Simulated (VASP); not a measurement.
# Cd2P (P-1) in VASP: single point with r2SCAN

Aim: the single point of Cd2P with r2SCAN.

Everything below comes from runs of VASP 6.6.1. Logs are shortened: lines on timing, memory, paths and dates and some standing lists are left out, and cuts for length are marked.

## 1. The cell of the first run

The typed cell holds 6 atoms: a = 3.484 Å, b = 5.385 Å, c = 6.088 Å, α = 98.07°, β = 73.10°, γ = 110.14°.

## 2. Single point, r2SCAN

File POSCAR:

```
Cd2P
1.0
    3.3775580230     -0.8459103890      0.1221669055
   -0.5594713000      5.3349398732     -0.4720996172
    1.5684530534     -0.1773818789      5.8798797984
P Cd
2 4
Direct
    0.6181299143      0.2084466274      0.9850396337
    0.3818700857      0.7915533726      0.0149603663
    0.2725443652      0.1805382322      0.6332589531
    0.7274556348      0.8194617678      0.3667410469
    0.0452386954      0.3628871853      0.2856121710
    0.9547613046      0.6371128147      0.7143878290
```

File INCAR.step1:

```
PREC = Accurate
ENCUT = 520
ISMEAR = -1
SIGMA = 0.1
LREAL = False
LASPH = True
NELM = 100
NBANDS = 38
GGA = PE
ALGO = Normal
EDIFF = 1E-4
LWAVE = True
LCHARG = False
```

File INCAR.step2:

```
PREC = Accurate
ENCUT = 520
EDIFF = 1E-6
ISMEAR = -1
SIGMA = 0.1
LREAL = False
LASPH = True
NELM = 100
ALGO = Normal
ISIF = 2
LWAVE = False
LCHARG = False
METAGGA = R2SCAN
LMIXTAU = True
NBANDS = 38
ISTART = 1
```

File KPOINTS:

```
Automatic mesh
0
Gamma
  5 3 3
  0.5 0 0.5
```

Potentials or basis: VASP PAW PBE potentials, release 64 (P, Cd).

Started as:

```console
$ cat potpaw_PBE.64/P/POTCAR potpaw_PBE.64/Cd/POTCAR > POTCAR
$ cp INCAR.step1 INCAR
$ mpirun -np 1 vasp_std > vasp.out
$ cp INCAR.step2 INCAR
$ mpirun -np 1 vasp_std > vasp.out
```

OUTCAR:

```text
PREC = Accurate
   ENCUT = 520
   EDIFF = 1E-6
   ISMEAR = -1
   LREAL = False
   LASPH = True
   NELM = 100
   ISIF = 2
   METAGGA = R2SCAN
   ISTART = 1

 ion  position               nearest neighbor table
   1  0.618  0.208  0.985-   2 2.12   5 2.56   5 2.57   3 2.67   3 2.71   6 2.74
   2  0.382  0.792  0.015-   1 2.12   6 2.56   6 2.57   4 2.67   4 2.71   5 2.74
   3  0.273  0.181  0.633-   1 2.67   1 2.71   6 2.81   5 2.85   5 2.86   6 2.87   4 2.90   4 2.94
                             6 2.95   4 3.65
   4  0.727  0.819  0.367-   2 2.67   2 2.71   5 2.81   6 2.85   6 2.86   5 2.87   3 2.90   3 2.94
                             5 2.95   3 3.65
   5  0.045  0.363  0.286-   1 2.56   1 2.57   2 2.74   6 2.80   4 2.81   3 2.85   3 2.86   4 2.87
                             4 2.95
   6  0.955  0.637  0.714-   2 2.56   2 2.57   1 2.74   5 2.80   3 2.81   4 2.85   4 2.86   3 2.87
                             3 2.95

  LATTYP: Found a triclinic cell.
 ALAT       =     5.3849298635
 B/A-ratio  =     1.4003385926
 C/A-ratio  =     0.6469942853
 COS(alpha) =     0.0112014839
 COS(beta)  =     0.3443385164
 COS(gamma) =     0.6008370385

  Lattice vectors:

 A1 = (   0.5594713000,  -5.3349398732,   0.4720996172)
 A2 = (  -1.0089817534,  -5.1575579943,  -5.4077801812)
 A3 = (   3.3775580230,  -0.8459103890,   0.1221669055)

Analysis of symmetry for initial positions (statically):
=====================================================================
 Subroutine PRICEL returns:
 Original cell was already a primitive cell.

 Routine SETGRP: Setting up the symmetry group for a
 triclinic supercell.

 Subroutine GETGRP returns: Found  2 space group operations
 (whereof  2 operations were pure point group operations)
 out of a pool of  2 trial point group operations.

The static configuration has the point symmetry S_2 .

Analysis of symmetry for dynamics (positions and initial velocities):
=====================================================================
 Subroutine PRICEL returns:
 Original cell was already a primitive cell.

 Routine SETGRP: Setting up the symmetry group for a
 triclinic supercell.

 Subroutine GETGRP returns: Found  2 space group operations
 (whereof  2 operations were pure point group operations)
 out of a pool of  2 trial point group operations.

The dynamic configuration has the point symmetry S_2 .

 Subroutine INISYM returns: Found  2 space group operations
 (whereof  2 operations are pure point group operations),
 and found     1 'primitive' translations

----------------------------------------------------------------------------------------

                                     Primitive cell

  volume of cell :     102.5006

  direct lattice vectors                    reciprocal lattice vectors
     3.377558023 -0.845910389  0.122166906     0.305218233  0.024869679 -0.080666451
    -0.559471300  5.334939873 -0.472099617     0.048313663  0.191881950 -0.007099011
     1.568453053 -0.177381879  5.879879798    -0.002462415  0.014889615  0.171177535

  length of vectors
     3.484018849  5.384929863  6.088061740     0.316676091  0.197998204  0.171841533

  position of ions in fractional coordinates (direct lattice)
     0.618129914  0.208446627  0.985039634
     0.381870086  0.791553373  0.014960366
     0.272544365  0.180538232  0.633258953
     0.727455635  0.819461768  0.366741047
     0.045238695  0.362887185  0.285612171
     0.954761305  0.637112815  0.714387829

  ion indices of the primitive-cell ions
   primitive index   ion index
                 1           1
                 2           2
                 3           3
                 4           4
                 5           5
                 6           6

----------------------------------------------------------------------------------------

 KPOINTS: Automatic mesh

Automatic generation of k-mesh.
 Grid dimensions read from file:
 generate k-points for:    5    3    3

 Generating k-lattice:

  Cartesian coordinates                     Fractional coordinates (reciprocal lattice)
     0.061043647  0.004973936 -0.016133290     0.200000000  0.000000000  0.000000000
     0.016104554  0.063960650 -0.002366337    -0.000000000  0.333333333 -0.000000000
    -0.000820805  0.004963205  0.057059178     0.000000000  0.000000000  0.333333333

  Length of vectors
     0.063335218  0.065999401  0.057280511

  Shift w.r.t. Gamma in fractional coordinates (k-lattice)
     0.500000000  0.000000000  0.500000000

 Subroutine IBZKPT returns following result:
 ===========================================

 Found     23 irreducible k-points:

 Following reciprocal coordinates:
            Coordinates               Weight
  0.100000  0.000000  0.166667      2.000000
  0.300000  0.000000  0.166667      2.000000
  0.500000 -0.000000  0.166667      2.000000
 -0.300000 -0.000000  0.166667      2.000000
 -0.100000  0.000000  0.166667      2.000000
  0.100000  0.333333  0.166667      2.000000
[... 15 lines left out ...]
 -0.300000  0.333333  0.500000      2.000000
 -0.100000  0.333333  0.500000      2.000000
   k-points           NKPTS =     23   k-points in BZ     NKDIM =     23   number of bands    NBANDS=     38
   number of dos      NEDOS =    301   number of ions     NIONS =      6
   total plane-waves  NPLWV =  53760
   dimension x,y,z NGX =    28 NGY =   40 NGZ =   48
   dimension x,y,z NGXF=    56 NGYF=   80 NGZF=   96
   ions per type =               2   4
   NGX,Y,Z   is equivalent  to a cutoff of  13.36, 12.35, 13.11 a.u.
   NGXF,Y,Z  is equivalent  to a cutoff of  26.72, 24.70, 26.21 a.u.
 SYSTEM =  unknown system
   PREC   = accura    normal or accurate (medium, high low for compatibility)
   ISTART =      1    job   : 0-new  1-cont  2-samecut
   ICHARG =      0    charge: 1-file 2-atom 10-const
   ISPIN  =      1    spin polarized calculation?
   LNONCOLLINEAR =      F non collinear calculations
   LSORBIT =      F    spin-orbit coupling
   LASPH  =      T    aspherical Exc in radial PAW
   ENCUT  =  520.0 eV  38.22 Ry    6.18 a.u.   6.48 10.01 11.32*2*pi/ulx,y,z
   NELM   =    100;   NELMIN=  2; NELMDL=  0     # of ELM steps
   EDIFF  = 0.1E-05   stopping-criterion for ELM
   LREAL  =      F    real-space projection
   EDIFFG = 0.1E-04   stopping-criterion for IOM
   NSW    =      0    number of steps for IOM
   IBRION =     -1    ionic relax: 0-MD 1-quasi-New 2-CG
   NFREE  =      0    steps in history (QN), initial steepest desc. (CG)
   ISIF   =      2    stress and relaxation
   ISYM   =      2    0-nonsym 1-usesym 2-fastsym
   POTIM  = 0.5000    time-step for ionic-motion
   TEBEG  =    0.0;   TEEND  =   0.0 temperature during run
   PSTRESS=    0.0 pullay stress
   NELECT =      58.0000    total number of electrons
   NUPDOWN=      -1.0000    fix difference up-down
   EMIN   =  10.00;   EMAX   =-10.00  energy-range for DOS
   EFERMI =   0.00;   METHOD = LEGACY
   ISMEAR =    -1;   SIGMA  =   0.10  broadening in eV -4-tet -1-fermi 0-gaus
   EFERMI_NEDOS =   21; number of points for ismear=-14 and -15
   IALGO  =     38    algorithm
   IMIX   =      4    mixing-type and parameters
     AMIX     =   0.40;   BMIX     =  1.00
     AMIX_MAG =   1.60;   BMIX_MAG =  1.00
  volume/ion in A,a.u.               =      17.08       115.28
  Fermi-wavevector in a.u.,A,eV,Ry     =   1.354073  2.558826 24.946456  1.833513
  Thomas-Fermi vector in A             =   2.481275
   LORBIT       =      0    0 simple, 1 ext, 2 COOP (PROOUT), +10 PAW based schemes
   METAGGA = R2SCAN    functional components
   LHFCALC =     F    Hartree Fock is set to
   AEXX    =    0.0000 exact exchange contribution
   IVDW    =     0    specifies the selected vdW correction
   LEPSILON=     F    determine dielectric tensor
   LRPA    =     F    only Hartree local field effects (RPA)
 non-spin polarized calculation
  energy-cutoff  :      520.00
  volume of cell :      102.50
 maximum number of plane-waves:      2781
 NGX is ok and might be reduce to    28
   NGX = 13   NGY = 19   NGZ = 23

 number of electron      58.0000008 magnetization

 Free energy of the ion-electron system (eV)
  ---------------------------------------------------
  ext. energy  EPLUGINS =         0.00000000
  ---------------------------------------------------
  free energy    TOTEN  =       -96.77342976 eV

  energy without entropy =      -96.74279852  energy(sigma->0) =      -96.75811414

 E-fermi :   5.6639     XC(G=0): -12.4640

 val. band max:        5.5018126486   @ k =  -0.3000   0.3333   0.5000
 cond. band min:       5.7059839402   @ k =   0.5000  -0.0000   0.5000
 fundamental gap:      0.2041712916
 Fermi energy:         5.6639428227

 k-point     1 :       0.1000    0.0000    0.1667
  band No.  band energies     occupation
      1      -8.9461      2.00000
      2      -5.5480      2.00000
      3      -5.0247      2.00000
      4      -4.9642      2.00000
      5      -4.8439      2.00000
      6      -4.7770      2.00000
[... 30 lines left out ...]
     37      13.6402      0.00000
     38      14.2045      0.00000

 k-point     2 :       0.3000    0.0000    0.1667
  band No.  band energies     occupation
      1      -8.4002      2.00000
      2      -5.6745      2.00000
      3      -5.0725      2.00000
      4      -4.9063      2.00000
      5      -4.8670      2.00000
      6      -4.8139      2.00000
[... 30 lines left out ...]
     37      13.1202      0.00000
     38      13.5676      0.00000

 k-point     3 :       0.5000   -0.0000    0.1667
  band No.  band energies     occupation
      1      -8.0129      2.00000
      2      -5.7078      2.00000
      3      -5.0256      2.00000
      4      -4.9987      2.00000
      5      -4.9043      2.00000
      6      -4.8497      2.00000
[... 30 lines left out ...]
     37      12.0423      0.00000
[... 740 lines left out ...]
 k-point    22 :      -0.3000    0.3333    0.5000
  band No.  band energies     occupation
      1      -8.3757      2.00000
      2      -5.6097      2.00000
      3      -5.0695      2.00000
      4      -4.9382      2.00000
      5      -4.8918      2.00000
      6      -4.8385      2.00000
[... 30 lines left out ...]
     37      12.1021      0.00000
     38      12.9298      0.00000

 k-point    23 :      -0.1000    0.3333    0.5000
  band No.  band energies     occupation
      1      -8.6315      2.00000
      2      -6.0194      2.00000
      3      -5.0847      2.00000
      4      -4.9504      2.00000
      5      -4.8685      2.00000
      6      -4.8404      2.00000
[... 30 lines left out ...]
     37      12.7926      0.00000
     38      13.3523      0.00000

------------------------ aborting loop because EDIFF is reached ----------------------------------------

  FORCE on cell =-STRESS in cart. coord.  units (eV):
  Direction    XX          YY          ZZ          XY          YZ          ZX
  --------------------------------------------------------------------------------------
  -------------------------------------------------------------------------------------
  Total       13.3338646     13.1371543     13.4015760     -0.0468512      0.0351663     -0.0000948
  in kB      208.4203203    205.3455601    209.4787098     -0.7323262      0.5496814     -0.0014820
  external PRESSURE =     207.7481967 kB  Pullay stress =       0.0000000 kB

 VOLUME and BASIS-vectors are now :
 -----------------------------------------------------------------------------
  energy-cutoff  :      520.00
  volume of cell :      102.50
      direct lattice vectors                 reciprocal lattice vectors
     3.377558023 -0.845910389  0.122166906     0.305218233  0.024869679 -0.080666451
    -0.559471300  5.334939873 -0.472099617     0.048313663  0.191881950 -0.007099011
     1.568453053 -0.177381879  5.879879798    -0.002462415  0.014889615  0.171177535

 POSITION                                       TOTAL-FORCE (eV/Angst)
 -----------------------------------------------------------------------------------
      3.51614      0.41444      5.76902        -0.030155     -0.117964      0.030692
      0.87040      3.89721     -0.23908         0.030155      0.117964     -0.030692
      1.81277      0.62028      3.67155        -0.001761      0.000214      0.007390
      2.57377      3.69136      1.85840         0.001761     -0.000214     -0.007390
      0.39774      1.84705      1.51357        -0.001790     -0.003824     -0.018514
      3.98880      2.46460      4.01637         0.001790      0.003824      0.018514
 -----------------------------------------------------------------------------------
    total drift:                                0.000000     -0.000000      0.000000

  FREE ENERGIE OF THE ION-ELECTRON SYSTEM (eV)
  ---------------------------------------------------
  free  energy   TOTEN  =       -96.7734297617 eV

  energy  without entropy=      -96.7427985230  energy(sigma->0) =      -96.75811414
```

Run time: 5 min. Hardware: 1 thread of AMD EPYC 7R13 (Zen 3), shared host; peak memory 0.23 GiB.

Results:

```yaml
Free_energy: -96.7734 eV
Pressure: 20.8 GPa
Largest_force: 0.126 eV/Å
Band_gap_on_the_k_mesh: zero (band 29 reaches 6.53 eV, above the bottom of band 30 at 4.27 eV)
```

Forces on the atoms (eV/Å):
```
P   -0.030 -0.118  0.031
P    0.030  0.118 -0.031
Cd  -0.002  0.000  0.007
Cd   0.002  0.000 -0.007
Cd  -0.002 -0.004 -0.019
Cd   0.002  0.004  0.019
```

Stress tensor (GPa, compression positive):
```
20.84 -0.07  0.00
-0.07 20.53  0.05
 0.00  0.05 20.95
```

Levels at points of the mesh, in eV from the Fermi level:
```csv
k point,band 25,band 26,band 27,band 28,band 29,band 30,band 31,band 32,band 33,band 34
"(0.50, 0.00, 0.50)",-5.14,-4.09,-2.21,-1.53,-1.09,0.04,0.22,1.39,1.75,4.01
```

Caveat: the k points lie up to 0.41 Å⁻¹ apart; the PAW data sets were made with another functional, which shifts forces and pressure a little.
